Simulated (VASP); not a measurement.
TiO2, 6 atoms in the cell. The structure is tetragonal, space group P4_2/mnm (No. 136). The conventional cell has a = 4.836 Å, b = 4.836 Å, c = 3.044 Å, α = 90.00°, β = 90.00°, γ = 90.00°. Ti (site symmetry mmm) has 6 O at 2.00 to 2.13 Å within 2.6 Å. Within 2.6 Å of O (site symmetry m2m) lie 3 Ti at 2.00 to 2.13 Å and 1 O at 2.59 Å. 

```yaml
Program: VASP 6.6.1
Task: single point
Functional: PBE
Potentials_or_basis: VASP PAW PBE potentials, release 64 (Ti_sv, O)
Cutoff: 520 eV
k_mesh: 6 × 6 × 10
Occupations: gaussian, width 0.02 eV
Spin: no spin polarisation
Hubbard_terms: Ti d U = 4.0 eV
Dipole_correction: no
Further_INCAR_settings: ALGO = Normal; EDIFF = 1e-06; NBANDS = 33
```

Potentials or basis: VASP PAW PBE potentials, release 64 (Ti_sv, O).

Run with:

```console
$ cat potpaw_PBE.64/Ti_sv/POTCAR potpaw_PBE.64/O/POTCAR > POTCAR
$ mpirun -np 1 vasp_std > vasp.out
```

Hardware: 1 thread of Intel(R) Xeon(R) 6975P-C (Granite Rapids), on a shared host.

Question: Estimate the wall time of this run.

Answer: Wall time 52 s on 1 thread of Intel(R) Xeon(R) 6975P-C (Granite Rapids) (shared host), peak memory 0.24 GiB. Counts: scf iterations 16, k points 60.
